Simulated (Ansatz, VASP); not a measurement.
One calculation of GaN, two programs

File INCAR:

```
PREC = Accurate ; ENCUT = 520
EDIFF = 1E-6 ; ISMEAR = -1
SIGMA = 0.05 ; LREAL = False
LASPH = True ; NELM = 150
ALGO = Normal ; ISIF = 2
LWAVE = False ; LCHARG = False
MAGMOM = 0 0 0 0 0 0 ; LORBIT = 11
LSORBIT = True ; GGA_COMPAT = False
LORBMOM = True ; GGA = CA
NBANDS = 30
```

KPOINTS

```
Automatic mesh
0
Gamma
  10 10 10
```

POSCAR

```
GaN
1.0
    0.0000000000      2.2535006075      2.2535006075
    2.2535006075      0.0000000000      2.2535006075
    2.2535006075      2.2535006075      0.0000000000
Ga N
1 1
Direct
    0.0000000000      0.0000000000      0.0000000000
    0.2500000000      0.2500000000      0.2500000000
```

File input.yaml:

```yaml
crystal:
  lattice:
    - [0.0, 2.2535006075, 2.2535006075]
    - [2.2535006075, 0.0, 2.2535006075]
    - [2.2535006075, 2.2535006075, 0.0]
  atoms:
    - { symbol: Ga, position: [0.0, 0.0, 0.0] }
    - { symbol: "N", position: [0.25, 0.25, 0.25] }
hamiltonian:
  xc: lda
  pseudopotentials: { kind: paw_fr }
magnetization:
  noncollinear: true
  spin_orbit: true
kpoints:
  mp_grid: { grid: [10, 10, 10] }
scf:
  occupations: { method: fermi_dirac, width: 0.05 }
output:
  forces: true
  stress: true
  eigenvalues: true
```

Alike in both runs: task single point; functional LDA; k mesh 10 × 10 × 10; occupations fermi-dirac, width 0.05 eV; non-collinear spin, spin-orbit coupling.

|  | VASP | Ansatz |
| --- | --- | --- |
| version | VASP 6.6.1 | Ansatz 0.2.0 |
| potentials or method | VASP PAW LDA potentials, release 64 (Ga_d, N) | Ansatz PAW |
| plane-wave cutoff (eV) | 520 | 420 |
| valence electrons in the cell | 18 | 18 |

Ansatz gave:

| Quantity | Value |
| --- | --- |
| pressure (GPa) | -6.5 |
| net moment per atom (μB) | 0.00 |

**Question.** What did VASP give for the same quantities?

**Answer.** Pressure (GPa): -5.5; net moment per atom (μB): 0.00.

LDA's correlation is that of Perdew and Zunger in VASP and of Perdew and Wang (1992) in Ansatz.
